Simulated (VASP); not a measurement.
Set up this calculation in VASP 6.6.1, as the native input.

- Task: single point
- Functional: PBE
- Potentials or basis: VASP PAW PBE potentials, release 64 (Ba_sv, S)
- Cutoff: 520 eV
- k mesh: 12 × 12 × 12
- Occupations: gaussian, width 0.05 eV
- Spin: non-collinear spin, zero start, spin-orbit coupling
- Starting moments: [[0.0, 0.0, 0.0], [0.0, 0.0, 0.0]] μB
- Dipole correction: no
- Further INCAR settings: ALGO = Normal; EDIFF = 1e-06; NBANDS = 28

The structure of BaS lies in POSCAR:

```
BaS
1.0
    0.0000000000      3.1937500000      3.1937500000
    3.1937500000      0.0000000000      3.1937500000
    3.1937500000      3.1937500000      0.0000000000
Ba S
1 1
Direct
    0.0000000000      0.0000000000      0.0000000000
    0.5000000000      0.5000000000      0.5000000000
```

One way to write it, as run:

INCAR

```
SYSTEM = BaS
  ALGO = Normal
  EDIFF = 1E-6
  ENCUT = 520
  GGA = PE
  GGA_COMPAT = .False.
  ISIF = 2
  ISMEAR = 0
  LASPH = .True.
  LCHARG = .False.
  LORBIT = 11
  LORBMOM = .True.
  LREAL = .False.
  LSORBIT = .True.
  LWAVE = .False.
  MAGMOM = 0 0 0 0 0 0
  NBANDS = 28
  NELM = 150
  PREC = Accurate
  SIGMA = 0.05
```

KPOINTS

```
k-points
0
Gamma
  12 12 12
  0 0 0
```

Potentials or basis: VASP PAW PBE potentials, release 64 (Ba_sv, S).

Launch:

```bash
$ cat potpaw_PBE.64/Ba_sv/POTCAR potpaw_PBE.64/S/POTCAR > POTCAR
$ mpirun -np 1 vasp_ncl > vasp.out
```

It gave:

```
Pressure                                              : 1.4 GPa
Net moment                                            : 0.00 μB per cell
Valence electrons inside the program's atomic spheres : Ba 7.91; S 3.75
```

Wall time 4 min on 1 thread of Intel(R) Xeon(R) Platinum 8259CL CPU @ 2.50GHz (Skylake/Cascade Lake), on a shared host, peak memory 0.49 GiB.
